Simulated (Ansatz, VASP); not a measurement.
## One calculation of KF, two programs

```
K F
1.0
     0.00000    3.23894    3.23894
     3.23894    0.00000    3.23894
     3.23894    3.23894    0.00000
K F
1 1
Cartesian
  4.8584 4.8584 4.8584
  0.0000 0.0000 0.0000
```

Change from the starting cell: ordered vacancies on the cation sites of antifluorite (F-43m, No. 216).

Alike in both runs: task relaxation of cell and atoms; functional PBE; k mesh 6 × 6 × 6; occupations gaussian, width 0.02 eV; no spin polarisation.

```csv
,VASP,Ansatz
version,VASP 6.6.1,Ansatz 0.2.0
potentials or method,"VASP PAW PBE potentials, release 64 (K_sv, F), cutoff 600 eV","scalar-relativistic, plane waves, PAW"
valence electrons in the cell,16,16
```

|  | VASP | Ansatz | Ansatz less VASP |
| --- | --- | --- | --- |
| gap on the k mesh at the Fermi level, each at its own relaxed structure (eV) | 5.05 | 5.06 | +0.003 |
| relaxed volume (Å³/atom) | 26.34 | 26.37 | +0.026 |
| relaxed length of the cell vector where the two differ most in proportion (Å) | 4.208 | 4.209 | +0.0014 |

Noted on VASP's run: the volume moved by over 15 % at a fixed basis, so the end points are rough.
